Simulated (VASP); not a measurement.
# K (Fm-3m) in VASP: notebook

The runs below take K through single point, with PBE.

Everything below comes from runs of VASP 6.6.1. Logs are shortened: lines on timing, memory, paths and dates and some standing lists are left out, and cuts for length are marked.

### 1 The cell of the first run

It takes space group Fm-3m (No. 225, cubic). The conventional cell has a = 6.756 Å, b = 6.756 Å, c = 6.756 Å, α = 90.00°, β = 90.00°, γ = 90.00°.

This isn't the form of K at room conditions, which is bcc.

### 2 Single point, PBE (77.09 Å³/atom)

INCAR

```
SYSTEM = K
  PREC = Accurate
  ENCUT = 520
  EDIFF = 1E-6
  ISMEAR = -1
  SIGMA = 0.1
  LREAL = .False.
  LASPH = .True.
  NELM = 60
  ALGO = Normal
  ISIF = 2
  LWAVE = .False.
  LCHARG = .True.
  GGA = PE
  LELF = .True.
  LVHAR = .True.
  NBANDS = 10
```

KPOINTS

```
Automatic mesh
0
Gamma
  9 9 9
  0 0 0
```

POSCAR

```
K
1.0
    0.0000000000      3.3780263858      3.3780263858
    3.3780263858      0.0000000000      3.3780263858
    3.3780263858      3.3780263858      0.0000000000
K
1
Direct
    0.0000000000      0.0000000000      0.0000000000
```

Potentials or basis: VASP PAW PBE potentials, release 64 (K_sv).

The run is started by

```bash
$ cat potpaw_PBE.64/K_sv/POTCAR > POTCAR
$ mpirun -np 1 vasp_std > vasp.out
```

OUTCAR:

```text
SYSTEM = K
   PREC = Accurate
   ENCUT = 520
   EDIFF = 1E-6
   ISMEAR = -1
   LREAL = .False.
   LASPH = .True.
   NELM = 60
   ISIF = 2
   GGA = PE

 ion  position               nearest neighbor table
   1  0.000  0.000  0.000-

  LATTYP: Found a face centered cubic cell.
 ALAT       =     6.7560527716

  Lattice vectors:

 A1 = (   0.0000000000,   3.3780263858,   3.3780263858)
 A2 = (   3.3780263858,   0.0000000000,   3.3780263858)
 A3 = (   3.3780263858,   3.3780263858,   0.0000000000)

Analysis of symmetry for initial positions (statically):
=====================================================================
 Subroutine PRICEL returns:
 Original cell was already a primitive cell.

 Routine SETGRP: Setting up the symmetry group for a
 face centered cubic supercell.

 Subroutine GETGRP returns: Found 48 space group operations
 (whereof 48 operations were pure point group operations)
 out of a pool of 48 trial point group operations.

The static configuration has the point symmetry O_h .

Analysis of symmetry for dynamics (positions and initial velocities):
=====================================================================
 Subroutine PRICEL returns:
 Original cell was already a primitive cell.

 Routine SETGRP: Setting up the symmetry group for a
 face centered cubic supercell.

 Subroutine GETGRP returns: Found 48 space group operations
 (whereof 48 operations were pure point group operations)
 out of a pool of 48 trial point group operations.

The dynamic configuration has the point symmetry O_h .

 Subroutine INISYM returns: Found 48 space group operations
 (whereof 48 operations are pure point group operations),
 and found     1 'primitive' translations

----------------------------------------------------------------------------------------

                                     Primitive cell

  volume of cell :      77.0937

  direct lattice vectors                    reciprocal lattice vectors
     0.000000000  3.378026386  3.378026386    -0.148015422  0.148015422  0.148015422
     3.378026386  0.000000000  3.378026386     0.148015422 -0.148015422  0.148015422
     3.378026386  3.378026386  0.000000000     0.148015422  0.148015422 -0.148015422

  length of vectors
     4.777250729  4.777250729  4.777250729     0.256370231  0.256370231  0.256370231

  position of ions in fractional coordinates (direct lattice)
     0.000000000  0.000000000  0.000000000

  ion indices of the primitive-cell ions
   primitive index   ion index
                 1           1

----------------------------------------------------------------------------------------

 KPOINTS: Automatic mesh

Automatic generation of k-mesh.
 Grid dimensions read from file:
 generate k-points for:    9    9    9

 Generating k-lattice:

  Cartesian coordinates                     Fractional coordinates (reciprocal lattice)
    -0.016446158  0.016446158  0.016446158     0.111111111  0.000000000  0.000000000
     0.016446158 -0.016446158  0.016446158     0.000000000  0.111111111  0.000000000
     0.016446158  0.016446158 -0.016446158     0.000000000  0.000000000  0.111111111

  Length of vectors
     0.028485581  0.028485581  0.028485581

  Shift w.r.t. Gamma in fractional coordinates (k-lattice)
     0.000000000  0.000000000  0.000000000

 Subroutine IBZKPT returns following result:
 ===========================================

 Found     35 irreducible k-points:

 Following reciprocal coordinates:
            Coordinates               Weight
  0.000000  0.000000  0.000000      1.000000
  0.111111  0.000000  0.000000      8.000000
  0.222222  0.000000  0.000000      8.000000
  0.333333  0.000000  0.000000      8.000000
  0.444444  0.000000  0.000000      8.000000
  0.111111  0.111111  0.000000      6.000000
[... 16 lines left out ...]
 -0.333333  0.333333  0.000000     12.000000
  0.444444  0.444444  0.000000      6.000000
 [... further k-points ...]
   k-points           NKPTS =     35   k-points in BZ     NKDIM =     35   number of bands    NBANDS=     10
   number of dos      NEDOS =    301   number of ions     NIONS =      1
   total plane-waves  NPLWV =  46656
   dimension x,y,z NGX =    36 NGY =   36 NGZ =   36
   dimension x,y,z NGXF=    72 NGYF=   72 NGZF=   72
   ions per type =               1
   NGX,Y,Z   is equivalent  to a cutoff of  12.53, 12.53, 12.53 a.u.
   NGXF,Y,Z  is equivalent  to a cutoff of  25.06, 25.06, 25.06 a.u.
 SYSTEM =  K
   PREC   = accura    normal or accurate (medium, high low for compatibility)
   ISTART =      0    job   : 0-new  1-cont  2-samecut
   ICHARG =      2    charge: 1-file 2-atom 10-const
   ISPIN  =      1    spin polarized calculation?
   LNONCOLLINEAR =      F non collinear calculations
   LSORBIT =      F    spin-orbit coupling
   LASPH  =      T    aspherical Exc in radial PAW
   ENCUT  =  520.0 eV  38.22 Ry    6.18 a.u.   8.88  8.88  8.88*2*pi/ulx,y,z
   NELM   =     60;   NELMIN=  2; NELMDL= -5     # of ELM steps
   EDIFF  = 0.1E-05   stopping-criterion for ELM
   LREAL  =      F    real-space projection
   EDIFFG = 0.1E-04   stopping-criterion for IOM
   NSW    =      0    number of steps for IOM
   IBRION =     -1    ionic relax: 0-MD 1-quasi-New 2-CG
   NFREE  =      0    steps in history (QN), initial steepest desc. (CG)
   ISIF   =      2    stress and relaxation
   ISYM   =      2    0-nonsym 1-usesym 2-fastsym
   POTIM  = 0.5000    time-step for ionic-motion
   TEBEG  =    0.0;   TEEND  =   0.0 temperature during run
   PSTRESS=    0.0 pullay stress
   NELECT =       9.0000    total number of electrons
   NUPDOWN=      -1.0000    fix difference up-down
   EMIN   =  10.00;   EMAX   =-10.00  energy-range for DOS
   EFERMI =   0.00;   METHOD = LEGACY
   ISMEAR =    -1;   SIGMA  =   0.10  broadening in eV -4-tet -1-fermi 0-gaus
   EFERMI_NEDOS =   21; number of points for ismear=-14 and -15
   IALGO  =     38    algorithm
   IMIX   =      4    mixing-type and parameters
     AMIX     =   0.40;   BMIX     =  1.00
     AMIX_MAG =   1.60;   BMIX_MAG =  1.00
  volume/ion in A,a.u.               =      77.09       520.25
  Fermi-wavevector in a.u.,A,eV,Ry     =   0.800109  1.511987  8.710107  0.640175
  Thomas-Fermi vector in A             =   1.907342
   LORBIT       =      0    0 simple, 1 ext, 2 COOP (PROOUT), +10 PAW based schemes
   GGA     = PE    functional components
   LHFCALC =     F    Hartree Fock is set to
   AEXX    =    0.0000 exact exchange contribution
   IVDW    =     0    specifies the selected vdW correction
   LEPSILON=     F    determine dielectric tensor
   LRPA    =     F    only Hartree local field effects (RPA)
 non-spin polarized calculation
  energy-cutoff  :      520.00
  volume of cell :       77.09
 maximum number of plane-waves:      2097
   NGX = 17   NGY = 17   NGZ = 17

 number of electron       9.0000001 magnetization

 Free energy of the ion-electron system (eV)
  ---------------------------------------------------
  ext. energy  EPLUGINS =         0.00000000
  ---------------------------------------------------
  free energy    TOTEN  =        -1.05931333 eV

  energy without entropy =       -1.03318426  energy(sigma->0) =       -1.04624880

 E-fermi :  -0.1957     XC(G=0):  -5.5386

 val. band max:       -0.2790663641   @ k =   0.4444   0.0000   0.0000
 cond. band min:      -0.1549199251   @ k =   0.4444   0.3333   0.0000
 fundamental gap:      0.1241464389
 Fermi energy:        -0.1957194269

 k-point     1 :       0.0000    0.0000    0.0000
  band No.  band energies     occupation
      1     -32.3767      2.00000
      2     -15.8301      2.00000
      3     -15.8301      2.00000
      4     -15.8301      2.00000
      5      -2.3115      2.00000
      6       3.9441      0.00000
      7       3.9441      0.00000
      8       3.9441      0.00000
      9       5.1605      0.00000
     10       5.1605      0.00000

 k-point     2 :       0.1111    0.0000    0.0000
  band No.  band energies     occupation
      1     -32.3763      2.00000
      2     -15.8367      2.00000
      3     -15.8310      2.00000
      4     -15.8310      2.00000
      5      -2.1721      2.00000
      6       3.5560      0.00000
      7       3.9937      0.00000
      8       3.9937      0.00000
      9       5.0420      0.00000
     10       5.0420      0.00000

 k-point     3 :       0.2222    0.0000    0.0000
  band No.  band energies     occupation
      1     -32.3754      2.00000
      2     -15.8534      2.00000
      3     -15.8334      2.00000
      4     -15.8334      2.00000
      5      -1.7637      2.00000
      6       2.7223      0.00000
      7       4.0193      0.00000
      8       4.0193      0.00000
      9       4.9825      0.00000
     10       4.9825      0.00000

 k-point     4 :       0.3333    0.0000    0.0000
  band No.  band energies     occupation
      1     -32.3745      2.00000
      2     -15.8722      2.00000
      3     -15.8360      2.00000
      4     -15.8360      2.00000
      5      -1.1155      1.99980
      6       1.7361      0.00000
      7       3.8791      0.00000
      8       3.8791      0.00000
      9       5.3129      0.00000
     10       5.3131      0.00000
[... 222 lines left out ...]
 k-point    22 :      -0.4444    0.3333    0.0000
  band No.  band energies     occupation
      1     -32.3729      2.00000
      2     -15.8760      2.00000
      3     -15.8586      2.00000
      4     -15.8469      2.00000
      5       0.5954      0.00073
      6       1.3788      0.00000
      7       1.8204      0.00000
      8       4.0153      0.00000
      9       4.1989      0.00000
     10       5.9190      0.00000

 k-point    23 :      -0.3333    0.3333    0.0000
  band No.  band energies     occupation
      1     -32.3730      2.00000
      2     -15.8679      2.00000
      3     -15.8676      2.00000
      4     -15.8438      2.00000
      5       0.5906      0.00077
      6       1.4579      0.00000
      7       1.5638      0.00000
      8       4.0962      0.00000
      9       4.2991      0.00000
     10       5.5309      0.00000

 k-point    24 :       0.4444    0.4444    0.0000
  band No.  band energies     occupation
      1     -32.3729      2.00000
      2     -15.8814      2.00000
      3     -15.8502      2.00000
      4     -15.8502      2.00000
      5       0.3002      0.01394
      6       1.5094      0.00000
      7       2.1527      0.00000
      8       4.4894      0.00000
      9       4.4894      0.00000
     10       5.2539      0.00000

 [... further k-points ...]

------------------------ aborting loop because EDIFF is reached ----------------------------------------

  FORCE on cell =-STRESS in cart. coord.  units (eV):
  Direction    XX          YY          ZZ          XY          YZ          ZX
  --------------------------------------------------------------------------------------
  -------------------------------------------------------------------------------------
  Total       -0.0664209     -0.0664209     -0.0664209      0.0000000      0.0000000      0.0000000
  in kB       -1.3803725     -1.3803725     -1.3803725      0.0000000      0.0000000      0.0000000
  external PRESSURE =      -1.3803725 kB  Pullay stress =       0.0000000 kB

 VOLUME and BASIS-vectors are now :
 -----------------------------------------------------------------------------
  energy-cutoff  :      520.00
  volume of cell :       77.09
      direct lattice vectors                 reciprocal lattice vectors
     0.000000000  3.378026386  3.378026386    -0.148015422  0.148015422  0.148015422
     3.378026386  0.000000000  3.378026386     0.148015422 -0.148015422  0.148015422
     3.378026386  3.378026386  0.000000000     0.148015422  0.148015422 -0.148015422

 POSITION                                       TOTAL-FORCE (eV/Angst)
 -----------------------------------------------------------------------------------
      0.00000      0.00000      0.00000         0.000000      0.000000      0.000000
 -----------------------------------------------------------------------------------
    total drift:                               -0.000000      0.000000      0.000000

  FREE ENERGIE OF THE ION-ELECTRON SYSTEM (eV)
  ---------------------------------------------------
  free  energy   TOTEN  =        -1.0593133327 eV

  energy  without entropy=       -1.0331842588  energy(sigma->0) =       -1.04624880
```

Run time: 24 s. Hardware: 1 thread of Intel Xeon Platinum 8259CL at 2.50GHz (Skylake/Cascade Lake), shared host; peak memory 0.2 GiB.

Results:

| Property | Result |
| --- | --- |
| Free energy | -1.0593 eV |
| Pressure | -0.1 GPa |
| Band gap on the k mesh | zero (an odd number of electrons rules out a gap without spin polarisation) |

Levels at points of the mesh, in eV from the Fermi level:
```csv
k point,band 3,band 4,band 5,band 6,band 7,band 8
"(0.00, 0.00, 0.00)",-15.63,-15.63,-2.12,4.14,4.14,4.14
```

### 3 Single point, PBE (80.06 Å³/atom)

This run uses another cell than the first one, of 80.06 Å³/atom.

INCAR

```
  PREC = Accurate
  ENCUT = 520
  EDIFF = 1E-7
  ISMEAR = -1
  SIGMA = 0.1
  LREAL = False
  LASPH = True
  NELM = 100
  ALGO = Normal
  ISIF = 2
  LWAVE = False
  LCHARG = False
  GGA = PE
  NBANDS = 10
```

KPOINTS

```
Automatic mesh
0
Gamma
  9 9 9
```

POSCAR

```
K
1.0
    0.0000000000      3.4207907532      3.4207907532
    3.4207907532      0.0000000000      3.4207907532
    3.4207907532      3.4207907532      0.0000000000
K
1
Direct
    0.0000000000      0.0000000000      0.0000000000
```

Potentials or basis: VASP PAW PBE potentials, release 64 (K_sv).

The run is started by

```bash
$ cat potpaw_PBE.64/K_sv/POTCAR > POTCAR
$ mpirun -np 1 vasp_std > vasp.out
```

OUTCAR:

```text
PREC = Accurate
   ENCUT = 520
   EDIFF = 1E-7
   ISMEAR = -1
   LREAL = False
   LASPH = True
   NELM = 100
   ISIF = 2
   GGA = PE

 ion  position               nearest neighbor table
   1  0.000  0.000  0.000-

  LATTYP: Found a face centered cubic cell.
 ALAT       =     6.8415815064

  Lattice vectors:

 A1 = (   0.0000000000,   3.4207907532,   3.4207907532)
 A2 = (   3.4207907532,   0.0000000000,   3.4207907532)
 A3 = (   3.4207907532,   3.4207907532,   0.0000000000)

Analysis of symmetry for initial positions (statically):
=====================================================================
 Subroutine PRICEL returns:
 Original cell was already a primitive cell.

 Routine SETGRP: Setting up the symmetry group for a
 face centered cubic supercell.

 Subroutine GETGRP returns: Found 48 space group operations
 (whereof 48 operations were pure point group operations)
 out of a pool of 48 trial point group operations.

The static configuration has the point symmetry O_h .

Analysis of symmetry for dynamics (positions and initial velocities):
[... 162 lines left out ...]

 k-point     1 :       0.0000    0.0000    0.0000
  band No.  band energies     occupation
      1     -32.4789      2.00000
      2     -15.9342      2.00000
      3     -15.9342      2.00000
      4     -15.9342      2.00000
      5      -2.3365      2.00000
      6       3.8291      0.00000
      7       3.8291      0.00000
      8       3.8291      0.00000
      9       5.0184      0.00000
     10       5.0184      0.00000
[... 287 lines left out ...]
 k-point    24 :       0.4444    0.4444    0.0000
  band No.  band energies     occupation
      1     -32.4758      2.00000
      2     -15.9788      2.00000
      3     -15.9517      2.00000
      4     -15.9517      2.00000
      5       0.2205      0.01423
      6       1.4067      0.00000
      7       2.0761      0.00000
      8       4.2929      0.00000
      9       4.2929      0.00000
     10       4.9920      0.00000

 [... further k-points ...]

------------------------ aborting loop because EDIFF is reached ----------------------------------------

  FORCE on cell =-STRESS in cart. coord.  units (eV):
  Direction    XX          YY          ZZ          XY          YZ          ZX
  --------------------------------------------------------------------------------------
  -------------------------------------------------------------------------------------
  Total       -0.1219276     -0.1219276     -0.1219276      0.0000000      0.0000000      0.0000000
  in kB       -2.4400746     -2.4400746     -2.4400746      0.0000000      0.0000000      0.0000000
  external PRESSURE =      -2.4400746 kB  Pullay stress =       0.0000000 kB

 VOLUME and BASIS-vectors are now :
 -----------------------------------------------------------------------------
  energy-cutoff  :      520.00
  volume of cell :       80.06
      direct lattice vectors                 reciprocal lattice vectors
     0.000000000  3.420790753  3.420790753    -0.146165035  0.146165035  0.146165035
     3.420790753  0.000000000  3.420790753     0.146165035 -0.146165035  0.146165035
     3.420790753  3.420790753  0.000000000     0.146165035  0.146165035 -0.146165035

 POSITION                                       TOTAL-FORCE (eV/Angst)
 -----------------------------------------------------------------------------------
      0.00000      0.00000      0.00000         0.000000      0.000000      0.000000
 -----------------------------------------------------------------------------------
    total drift:                               -0.000000      0.000000      0.000000

  FREE ENERGIE OF THE ION-ELECTRON SYSTEM (eV)
  ---------------------------------------------------
  free  energy   TOTEN  =        -1.0559858368 eV

  energy  without entropy=       -1.0293803121  energy(sigma->0) =       -1.04268307
```

OSZICAR:

```text
N       E                     dE             d eps       ncg     rms          rms(c)
DAV:   1     0.464038307862E+02    0.46404E+02   -0.34468E+03   700   0.669E+02
DAV:   2     0.551309559110E+00   -0.45853E+02   -0.44982E+02   750   0.186E+02
DAV:   3    -0.100825883928E+01   -0.15596E+01   -0.15556E+01  1116   0.288E+01
DAV:   4    -0.105414432290E+01   -0.45885E-01   -0.45763E-01   934   0.417E+00
DAV:   5    -0.105506944131E+01   -0.92512E-03   -0.92502E-03  1142   0.451E-01    0.178E+00
DAV:   6    -0.105546017054E+01   -0.39073E-03   -0.11283E-03  1086   0.216E-01    0.109E+00
DAV:   7    -0.105591001067E+01   -0.44984E-03   -0.24140E-03  1104   0.322E-01    0.514E-02
DAV:   8    -0.105597573834E+01   -0.65728E-04   -0.94534E-05   850   0.112E-01    0.152E-02
DAV:   9    -0.105598654302E+01   -0.10805E-04   -0.16715E-05  1038   0.284E-02    0.707E-03
DAV:  10    -0.105598580208E+01    0.74094E-06   -0.15876E-06  1028   0.105E-02    0.956E-04
DAV:  11    -0.105598583677E+01   -0.34687E-07   -0.59423E-08   650   0.182E-03
   1 F= -.10559858E+01 E0= -.10426831E+01  d E =-.266055E-01
```

stdout:

```text
POSCAR found type information on POSCAR K
 POSCAR found :  1 types and       1 ions
 scaLAPACK will be used
 LDA part: xc-table for (Slater+PW92), standard interpolation
 POSCAR, INCAR and KPOINTS ok, starting setup
 FFT: planning ... GRIDC
 FFT: planning ... GRID_SOFT
 FFT: planning ... GRID
 WAVECAR not read
 entering main loop
```

It took 28 s on 1 thread of Intel Xeon Platinum 8259CL at 2.50GHz (Skylake/Cascade Lake), shared host; peak memory 0.2 GiB.

Results:

```
Free energy            : -1.0560 eV
Pressure               : -0.2 GPa
Band gap on the k mesh : zero (an odd number of electrons rules out a gap without spin polarisation)
```

Levels at points of the mesh, in eV from the Fermi level:
| k point | band 3 | band 4 | band 5 | band 6 | band 7 | band 8 |
| --- | --- | --- | --- | --- | --- | --- |
| (0.00, 0.00, 0.00) | -15.66 | -15.66 | -2.06 | 4.10 | 4.10 | 4.10 |
